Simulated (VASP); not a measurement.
The system is Yb.

```
Yb
1.0
     0.00000    2.61516    2.61516
     2.61516    0.00000    2.61516
     2.61516    2.61516    0.00000
Yb
1
Cartesian
  0.0000 0.0000 0.0000
```

Base run:

```yaml
Program: VASP 6.6.1
Functional: PBE
Potentials_or_basis: VASP PAW PBE potentials, release 64 (Yb)
Cutoff: 520 eV
k_mesh: 8 × 8 × 8
Occupations: fermi-dirac, width 0.1 eV
Spin: no spin polarisation
```

Its results: band gap on the k mesh 0.11 eV, indirect (least direct gap 0.30 eV); pressure -1.2 GPa.

Question: The run is repeated on the same cell with these changes: k mesh from 8 × 8 × 8 to 10 × 10 × 10. What comes out?

Answer: Band gap on the k mesh zero (band 12 reaches 1.57 eV, above the bottom of band 13 at 1.55 eV); pressure -2.7 GPa.

Caveats: spin-orbit coupling is left out, which moves the levels of the heavy elements.

A k mesh can miss the band edges.
